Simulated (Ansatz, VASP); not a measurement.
# ZrO2 in VASP and in Ansatz

File INCAR:

```
SYSTEM = ZrO2
ALGO     = Normal         ! electronic algorithm
EDIFF    = 1E-6           ! SCF threshold, eV
ENCUT    = 600            ! plane-wave cutoff, eV
GGA      = PE             ! functional
GGA_COMPAT= .FALSE.      
ISIF     = 2              ! what is computed and relaxed
ISMEAR   = 0              ! smearing method
LASPH    = .TRUE.         ! aspherical terms in the spheres
LCHARG   = .TRUE.         ! write CHGCAR
LELF     = .TRUE.         ! ELF
LREAL    = .FALSE.        ! projectors in reciprocal space
LVHAR    = .TRUE.       
LWAVE    = .FALSE.        ! write WAVECAR
NBANDS   = 19             ! bands
NELM     = 120            ! most SCF steps
PREC     = Accurate       ! precision mode
SIGMA    = 0.01           ! smearing width, eV
```

Contents of KPOINTS:

```
k-points
0
G
  8 8 8
  0 0 0
```

POSCAR

```
ZrO2
1.0
    0.0000000000      2.5320566540      2.5320566540
    2.5320566540      0.0000000000      2.5320566540
    2.5320566540      2.5320566540      0.0000000000
Zr O
1 2
Direct
    0.0000000000      0.0000000000      0.0000000000
    0.2500000000      0.2500000000      0.2500000000
    0.7500000000      0.7500000000      0.7500000000
```

Input for Ansatz:

```yaml
crystal:
  lattice:
    - [0.0, 2.532056654, 2.532056654]
    - [2.532056654, 0.0, 2.532056654]
    - [2.532056654, 2.532056654, 0.0]
  atoms:
    - { symbol: Zr, position: [0.0, 0.0, 0.0] }
    - { symbol: O, position: [0.25, 0.25, 0.25] }
    - { symbol: O, position: [0.75, 0.75, 0.75] }
kpoints:
  mp_grid: { grid: [8, 8, 8] }
hamiltonian:
  xc: pbe
scf:
  occupations: { method: fixed }
  n_extra_bands: 4
output:
  forces: true
  stress: true
  eigenvalues: true
```

Alike in both runs: task single point; functional PBE; k mesh 8 × 8 × 8; no spin polarisation.

|  | VASP | Ansatz |
| --- | --- | --- |
| version | VASP 6.6.1 | Ansatz 0.2.0 |
| potentials or method | VASP PAW PBE potentials, release 64 (Zr_sv, O) | plane waves, PAW |
| plane-wave cutoff (eV) | 600 | 420 |
| occupations | gaussian, width 0.01 eV | fixed |
| valence electrons in the cell | 24 | 24 |

Ansatz gave:

- gap on the k mesh at the Fermi level (eV): 3.40
- pressure (GPa): 7.7

Question: Estimate VASP's values.

Answer: gap on the k mesh at the Fermi level (eV): 3.40; pressure (GPa): 7.8.
